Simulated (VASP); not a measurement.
# ZrH2 (P6/mmm) in VASP: further runs

The runs below take ZrH2 through relaxation of cell and atoms, with LDA.

All numbers are computed with VASP 6.6.1; they aren't measurements. Logs are shortened: lines on timing, memory, paths and dates and some standing lists are left out, and cuts for length are marked.

## (1) The cell of the first run

Symmetry: P6/mmm, No. 191, hexagonal system. Conventional cell: a = 3.030 Å, b = 3.030 Å, c = 3.333 Å, α = 90.00°, β = 90.00°, γ = 120.00°. Within 3.2 Å of Zr (site symmetry 6/mmm) lie 12 H at 2.42 Å and 6 Zr at 3.03 Å. Within 2.3 Å of H (site symmetry -6m2) lie 3 H at 1.75 Å.

## (2) Relaxation of cell and atoms, LDA

INCAR

```
PREC = Accurate
ENCUT = 600
EDIFF = 1E-6
ISMEAR = -1
SIGMA = 0.1
LREAL = F
LASPH = T
NELM = 100
ALGO = Normal
ISIF = 3
LWAVE = F
LCHARG = F
GGA = CA
IBRION = 2
NSW = 80
EDIFFG = -0.01
```

KPOINTS

```
Automatic mesh
0
Gamma
  16 16 13
```

POSCAR

```
ZrH2
1.0
    3.0300000000      0.0000000000      0.0000000000
   -1.5150000000      2.6240569735      0.0000000000
    0.0000000000      0.0000000000      3.3330000000
Zr H
1 2
Direct
    0.0000000000      0.0000000000      0.0000000000
    0.3333333333      0.6666666667      0.5000000000
    0.6666666667      0.3333333333      0.5000000000
```

Potentials or basis: VASP PAW LDA potentials, release 64 (Zr_sv, H).

Command:

```sh
cat potpaw_LDA.64/Zr_sv/POTCAR potpaw_LDA.64/H/POTCAR > POTCAR
mpirun -np 1 vasp_std > vasp.out
```

OUTCAR:

```text
PREC = Accurate
   ENCUT = 600
   EDIFF = 1E-6
   ISMEAR = -1
   LREAL = F
   LASPH = T
   NELM = 100
   ISIF = 3
   GGA = CA
   IBRION = 2
   NSW = 80
   EDIFFG = -0.01

 ion  position               nearest neighbor table
   1  0.000  0.000  0.000-
   2  0.333  0.667  0.500-
   3  0.667  0.333  0.500-

  LATTYP: Found a hexagonal cell.
 ALAT       =     3.0300000000
 C/A-ratio  =     1.1000000000

  Lattice vectors:

 A1 = (   3.0300000000,   0.0000000000,   0.0000000000)
 A2 = (  -1.5150000000,   2.6240569735,   0.0000000000)
 A3 = (   0.0000000000,   0.0000000000,   3.3330000000)

Analysis of symmetry for initial positions (statically):
=====================================================================
 Subroutine PRICEL returns:
 Original cell was already a primitive cell.

 Routine SETGRP: Setting up the symmetry group for a
 hexagonal supercell.

 Subroutine GETGRP returns: Found 24 space group operations
 (whereof 24 operations were pure point group operations)
 out of a pool of 24 trial point group operations.

The static configuration has the point symmetry D_6h.

Analysis of symmetry for dynamics (positions and initial velocities):
=====================================================================
 Subroutine PRICEL returns:
 Original cell was already a primitive cell.

 Routine SETGRP: Setting up the symmetry group for a
 hexagonal supercell.

 Subroutine GETGRP returns: Found 24 space group operations
 (whereof 24 operations were pure point group operations)
 out of a pool of 24 trial point group operations.

The dynamic configuration has the point symmetry D_6h.

 Subroutine INISYM returns: Found 24 space group operations
 (whereof 24 operations are pure point group operations),
 and found     1 'primitive' translations

----------------------------------------------------------------------------------------

                                     Primitive cell

  volume of cell :      26.5003

  direct lattice vectors                    reciprocal lattice vectors
     3.030000000  0.000000000  0.000000000     0.330033003  0.190544643  0.000000000
    -1.515000000  2.624056974  0.000000000     0.000000000  0.381089287  0.000000000
     0.000000000  0.000000000  3.333000000     0.000000000  0.000000000  0.300030003

  length of vectors
     3.030000000  3.030000000  3.333000000     0.381089287  0.381089287  0.300030003

  position of ions in fractional coordinates (direct lattice)
     0.000000000  0.000000000  0.000000000
     0.333333333  0.666666667  0.500000000
     0.666666667  0.333333333  0.500000000

  ion indices of the primitive-cell ions
   primitive index   ion index
                 1           1
                 2           2
                 3           3

----------------------------------------------------------------------------------------

 KPOINTS: Automatic mesh

Automatic generation of k-mesh.
 Grid dimensions read from file:
 generate k-points for:   16   16   13

 Generating k-lattice:

  Cartesian coordinates                     Fractional coordinates (reciprocal lattice)
     0.020627063  0.011909040  0.000000000     0.062500000  0.000000000  0.000000000
     0.000000000  0.023818080  0.000000000     0.000000000  0.062500000  0.000000000
     0.000000000  0.000000000  0.023079231     0.000000000  0.000000000  0.076923077

  Length of vectors
     0.023818080  0.023818080  0.023079231

  Shift w.r.t. Gamma in fractional coordinates (k-lattice)
     0.000000000  0.000000000  0.000000000

 Subroutine IBZKPT returns following result:
 ===========================================

 Found    210 irreducible k-points:

 Following reciprocal coordinates:
            Coordinates               Weight
  0.000000  0.000000  0.000000      1.000000
  0.062500 -0.000000  0.000000      6.000000
  0.125000 -0.000000  0.000000      6.000000
  0.187500  0.000000  0.000000      6.000000
  0.250000 -0.000000  0.000000      6.000000
  0.312500 -0.000000  0.000000      6.000000
[... 16 lines left out ...]
  0.187500  0.187500  0.000000      6.000000
  0.250000  0.187500  0.000000     12.000000
 [... further k-points ...]
   k-points           NKPTS =    210   k-points in BZ     NKDIM =    210   number of bands    NBANDS=     11
   number of dos      NEDOS =    301   number of ions     NIONS =      3
   total plane-waves  NPLWV =  16128
   dimension x,y,z NGX =    24 NGY =   24 NGZ =   28
   dimension x,y,z NGXF=    48 NGYF=   48 NGZF=   56
   ions per type =               1   2
   NGX,Y,Z   is equivalent  to a cutoff of  13.17, 13.17, 13.97 a.u.
   NGXF,Y,Z  is equivalent  to a cutoff of  26.34, 26.34, 27.93 a.u.
 SYSTEM =  unknown system
   PREC   = accura    normal or accurate (medium, high low for compatibility)
   ISTART =      0    job   : 0-new  1-cont  2-samecut
   ICHARG =      2    charge: 1-file 2-atom 10-const
   ISPIN  =      1    spin polarized calculation?
   LNONCOLLINEAR =      F non collinear calculations
   LSORBIT =      F    spin-orbit coupling
   LASPH  =      T    aspherical Exc in radial PAW
   ENCUT  =  600.0 eV  44.10 Ry    6.64 a.u.   6.05  6.05  6.66*2*pi/ulx,y,z
   NELM   =    100;   NELMIN=  2; NELMDL= -5     # of ELM steps
   EDIFF  = 0.1E-05   stopping-criterion for ELM
   LREAL  =      F    real-space projection
   EDIFFG = -.1E-01   stopping-criterion for IOM
   NSW    =     80    number of steps for IOM
   IBRION =      2    ionic relax: 0-MD 1-quasi-New 2-CG
   NFREE  =      1    steps in history (QN), initial steepest desc. (CG)
   ISIF   =      3    stress and relaxation
   ISYM   =      2    0-nonsym 1-usesym 2-fastsym
   POTIM  = 0.5000    time-step for ionic-motion
   TEBEG  =    0.0;   TEEND  =   0.0 temperature during run
   PSTRESS=    0.0 pullay stress
   NELECT =      14.0000    total number of electrons
   NUPDOWN=      -1.0000    fix difference up-down
   EMIN   =  10.00;   EMAX   =-10.00  energy-range for DOS
   EFERMI =   0.00;   METHOD = LEGACY
   ISMEAR =    -1;   SIGMA  =   0.10  broadening in eV -4-tet -1-fermi 0-gaus
   EFERMI_NEDOS =   21; number of points for ismear=-14 and -15
   IALGO  =     38    algorithm
   IMIX   =      4    mixing-type and parameters
     AMIX     =   0.40;   BMIX     =  1.00
     AMIX_MAG =   1.60;   BMIX_MAG =  1.00
  volume/ion in A,a.u.               =       8.83        59.61
  Fermi-wavevector in a.u.,A,eV,Ry     =   1.323428  2.500917 23.830096  1.751463
  Thomas-Fermi vector in A             =   2.453037
   LORBIT       =      0    0 simple, 1 ext, 2 COOP (PROOUT), +10 PAW based schemes
   GGA     = CA    functional components
   LHFCALC =     F    Hartree Fock is set to
   AEXX    =    0.0000 exact exchange contribution
   IVDW    =     0    specifies the selected vdW correction
   LEPSILON=     F    determine dielectric tensor
   LRPA    =     F    only Hartree local field effects (RPA)
 conjugate gradient relaxation of ions
 non-spin polarized calculation
  energy-cutoff  :      600.00
  volume of cell :       26.50
 maximum number of plane-waves:       906
   NGX = 13   NGY = 13   NGZ = 13

--------------------------------------- Ionic step        1  -------------------------------------------

 number of electron      13.9999999 magnetization

 Free energy of the ion-electron system (eV)
  ---------------------------------------------------
  ext. energy  EPLUGINS =         0.00000000
  ---------------------------------------------------
  free energy    TOTEN  =       -16.17588903 eV

  energy without entropy =      -16.14081542  energy(sigma->0) =      -16.15835223

------------------------ aborting loop because EDIFF is reached ----------------------------------------

  FORCE on cell =-STRESS in cart. coord.  units (eV):
  Direction    XX          YY          ZZ          XY          YZ          ZX
  --------------------------------------------------------------------------------------
  -------------------------------------------------------------------------------------
  Total        1.0647926      1.0647926     -5.2244998     -0.0000000      0.0000000      0.0000000
  in kB       64.3760596     64.3760596   -315.8668864     -0.0000000      0.0000000      0.0000000
  external PRESSURE =     -62.3715891 kB  Pullay stress =       0.0000000 kB
[... 96 lines left out ...]
  energy  without entropy=      -16.5825011944  energy(sigma->0) =      -16.59577047

--------------------------------------- Ionic step        4  -------------------------------------------

 number of electron      14.0000001 magnetization

 E-fermi :  10.2056     XC(G=0): -12.0997

 val. band max:       10.2040416511   @ k =   0.0625  -0.0000   0.0769
 cond. band min:      10.2108269024   @ k =   0.0625   0.0625   0.3846
 fundamental gap:      0.0067852513
 Fermi energy:        10.2056078045

 k-point     1 :       0.0000    0.0000    0.0000
  band No.  band energies     occupation
      1     -38.6927      2.00000
      2     -16.4056      2.00000
      3     -16.4056      2.00000
      4     -16.2672      2.00000
      5      -0.7819      2.00000
      6       7.5972      2.00000
      7      10.0371      1.68723
      8      10.0371      1.68723
      9      11.8241      0.00000
     10      14.8894      0.00000
     11      14.8894      0.00000
[... 393 lines left out ...]
  energy  without entropy=      -16.5881476770  energy(sigma->0) =      -16.60298687

--------------------------------------- Ionic step        6  -------------------------------------------

 number of electron      14.0000000 magnetization

 Free energy of the ion-electron system (eV)
  ---------------------------------------------------
  ext. energy  EPLUGINS =         0.00000000
  ---------------------------------------------------
  free energy    TOTEN  =       -16.61784051 eV

  energy without entropy =      -16.58824936  energy(sigma->0) =      -16.60304493

 E-fermi :   9.9702     XC(G=0): -12.0091

 val. band max:        9.9581652123   @ k =   0.0625  -0.0000   0.0769
 cond. band min:       9.9766377014   @ k =   0.0625   0.0625   0.3846
 fundamental gap:      0.0184724891
 Fermi energy:         9.9702451923

 k-point     1 :       0.0000    0.0000    0.0000
  band No.  band energies     occupation
      1     -38.9515      2.00000
      2     -16.7023      2.00000
      3     -16.7023      2.00000
      4     -16.5282      2.00000
      5      -0.8956      2.00000
      6       7.4287      2.00000
      7       9.7947      1.70531
      8       9.7947      1.70531
      9      11.5031      0.00000
     10      14.5660      0.00000
     11      14.5660      0.00000
[... 352 lines left out ...]
  FREE ENERGIE OF THE ION-ELECTRON SYSTEM (eV)
  ---------------------------------------------------
  free  energy   TOTEN  =       -16.6178405132 eV

  energy  without entropy=      -16.5882493559  energy(sigma->0) =      -16.60304493

 reached required accuracy - stopping structural energy minimisation
```

Run time: 6.1 min. Hardware: 1 thread of Intel Xeon 8259CL, shared host; peak memory 0.21 GiB.

Results:

```
Free energy                           : -16.6178 eV
Relaxed volume                        : 8.27 Å³/atom
Relaxed cell                          : a = 3.136 Å, b = 3.136 Å, c = 2.914 Å, α = 90.00°, β = 90.00°, γ = 120.00°
Space group after relaxing (to 0.1 Å) : P6/mmm (No. 191)
Energy gained by relaxing             : 147.3 meV/atom
Ionic steps                           : 6
Pressure after relaxing               : 0.0 GPa
Band gap on the k mesh                : zero (bands 7 and 8 overlap by 1.53 eV)
```

Step by step:
```
step  energy change (eV)  largest force (eV/Å)  pressure (GPa)  volume (Å³)
   1              0.0000                0.0000           -6.24        26.50
   2             -0.3784                0.0000           -1.65        25.11
   3             -0.4332                0.0000            1.34        24.56
   4             -0.4373                0.0000            2.68        24.34
   5             -0.4419                0.0000           -0.18        24.84
   6             -0.4420                0.0000           -0.04        24.82
```

Final structure:
```
CELL_PARAMETERS angstrom
3.13614 0.00000 0.00000
-1.56807 2.71598 0.00000
0.00000 0.00000 2.91373
ATOMIC_POSITIONS crystal
Zr 0.00000 0.00000 0.00000
H 0.33333 0.66667 0.50000
H 0.66667 0.33333 0.50000
```

## (3) Relaxation of cell and atoms, LDA

This run uses another cell than the first one, of 8.26 Å³/atom.

INCAR

```
  PREC = Accurate
  ENCUT = 600
  EDIFF = 1E-7
  ISMEAR = -1
  SIGMA = 0.1
  LREAL = False
  LASPH = True
  NELM = 60
  ALGO = Normal
  ISIF = 3
  LWAVE = False
  LCHARG = False
  GGA = CA
  IBRION = 2
  NSW = 80
  EDIFFG = -0.01
```

KPOINTS

```
Automatic mesh
0
Gamma
  16 16 15
```

POSCAR

```
ZrH2
1.0
    3.1348605262      0.0000000000      0.0000000000
   -1.5674302631      2.7148688530      0.0000000000
    0.0000000000      0.0000000000      2.9103304425
Zr H
1 2
Direct
    0.0000000000      0.0000000000      0.0000000000
    0.3333333333      0.6666666667      0.5000000000
    0.6666666667      0.3333333333      0.5000000000
```

Potentials or basis: VASP PAW LDA potentials, release 64 (Zr_sv, H).

Command:

```sh
cat potpaw_LDA.64/Zr_sv/POTCAR potpaw_LDA.64/H/POTCAR > POTCAR
mpirun -np 1 vasp_std > vasp.out
```

OUTCAR:

```text
PREC = Accurate
   ENCUT = 600
   EDIFF = 1E-7
   ISMEAR = -1
   LREAL = False
   LASPH = True
   NELM = 60
   ISIF = 3
   GGA = CA
   IBRION = 2
   NSW = 80
   EDIFFG = -0.01

 ion  position               nearest neighbor table
   1  0.000  0.000  0.000-   2 2.32   3 2.32   2 2.32   3 2.32   2 2.32   2 2.32   3 2.32   3 2.32
                             3 2.32   3 2.32   2 2.32   2 2.32
   2  0.333  0.667  0.500-   1 2.32   1 2.32   1 2.32   1 2.32   1 2.32   1 2.32
   3  0.667  0.333  0.500-   1 2.32   1 2.32   1 2.32   1 2.32   1 2.32   1 2.32

  LATTYP: Found a hexagonal cell.
 ALAT       =     3.1348605262
 C/A-ratio  =     0.9283763721

  Lattice vectors:

 A1 = (   3.1348605262,   0.0000000000,   0.0000000000)
 A2 = (  -1.5674302631,   2.7148688530,   0.0000000000)
 A3 = (   0.0000000000,   0.0000000000,   2.9103304425)

Analysis of symmetry for initial positions (statically):
=====================================================================
 Subroutine PRICEL returns:
 Original cell was already a primitive cell.

 Routine SETGRP: Setting up the symmetry group for a
[... 232 lines left out ...]
      6       7.4314      2.00000
      7       9.7776      1.65517
      8       9.7776      1.65517
      9      11.4838      0.00000
     10      14.5610      0.00000
     11      14.5610      0.00000
[... 309 lines left out ...]
 k-point    24 :       0.2500    0.1875    0.0000
  band No.  band energies     occupation
      1     -38.8391      2.00000
      2     -17.5233      2.00000
      3     -17.0502      2.00000
      4     -16.4193      2.00000
      5       2.1532      2.00000
      6       4.9633      2.00000
      7       8.3146      2.00000
      8      11.8289      0.00000
      9      12.6325      0.00000
     10      13.4391      0.00000
     11      14.9004      0.00000

 [... further k-points ...]

------------------------ aborting loop because EDIFF is reached ----------------------------------------

  FORCE on cell =-STRESS in cart. coord.  units (eV):
  Direction    XX          YY          ZZ          XY          YZ          ZX
  --------------------------------------------------------------------------------------
  -------------------------------------------------------------------------------------
  Total       -0.0003559     -0.0003559     -0.0031365      0.0000000      0.0000000      0.0000000
  in kB       -0.0229594     -0.0229594     -0.2023524      0.0000000      0.0000000      0.0000000
  external PRESSURE =      -0.0827571 kB  Pullay stress =       0.0000000 kB

 VOLUME and BASIS-vectors are now :
 -----------------------------------------------------------------------------
  energy-cutoff  :      600.00
  volume of cell :       24.83
      direct lattice vectors                 reciprocal lattice vectors
     3.137476681  0.000000000  0.000000000     0.318727469  0.184017390 -0.000000000
    -1.568738340  2.717134509  0.000000000     0.000000000  0.368034780 -0.000000000
     0.000000000  0.000000000  2.913149796    -0.000000000 -0.000000000  0.343271054

 POSITION                                       TOTAL-FORCE (eV/Angst)
 -----------------------------------------------------------------------------------
      0.00000      0.00000      0.00000        -0.000000     -0.000000      0.000000
     -0.00000      1.81142      1.45657         0.000000      0.000000     -0.000000
      1.56874      0.90571      1.45657        -0.000000     -0.000000      0.000000
 -----------------------------------------------------------------------------------
    total drift:                               -0.000000      0.000000      0.000000

  FREE ENERGIE OF THE ION-ELECTRON SYSTEM (eV)
  ---------------------------------------------------
  free  energy   TOTEN  =       -16.6207297188 eV

  energy  without entropy=      -16.5919931732  energy(sigma->0) =      -16.60636145

 reached required accuracy - stopping structural energy minimisation
```

CONTCAR:

```text
ZrH2
   1.00000000000000
     3.1374766806521266    0.0000000000000000    0.0000000000000000
    -1.5687383403260633    2.7171345092157395    0.0000000000000000
     0.0000000000000000    0.0000000000000000    2.9131497958658068
  Zr              H
     1     2
Direct
     0.0000000000000000    0.0000000000000000    0.0000000000000000
     0.3333333332999970    0.6666666667000030    0.5000000000000000
     0.6666666667000030    0.3333333332999970    0.5000000000000000

  0.00000000E+00  0.00000000E+00  0.00000000E+00
  0.00000000E+00  0.00000000E+00  0.00000000E+00
  0.00000000E+00  0.00000000E+00  0.00000000E+00
```

Run time: 2.9 min. Hardware: 1 thread of Intel Xeon 8259CL, shared host; peak memory 0.22 GiB.

Results:

* Free energy: -16.6207 eV
* Relaxed volume: 8.28 Å³/atom
* Relaxed cell: a = 3.137 Å, b = 3.137 Å, c = 2.913 Å, α = 90.00°, β = 90.00°, γ = 120.00°
* Space group after relaxing (to 0.1 Å): P6/mmm (No. 191)
* Energy gained by relaxing: 0.0 meV/atom
* Ionic steps: 2
* Pressure after relaxing: 0.0 GPa
* Band gap on the k mesh: zero (bands 7 and 8 overlap by 1.54 eV)

Final structure:
```yaml
crystal:
  lattice:
    - [3.13748, 0.00000, 0.00000]
    - [-1.56874, 2.71713, 0.00000]
    - [0.00000, 0.00000, 2.91315]
  atoms:
    - { symbol: Zr, position: [0.00000, 0.00000, 0.00000] }
    - { symbol: H, position: [0.33333, 0.66667, 0.50000] }
    - { symbol: H, position: [0.66667, 0.33333, 0.50000] }
```
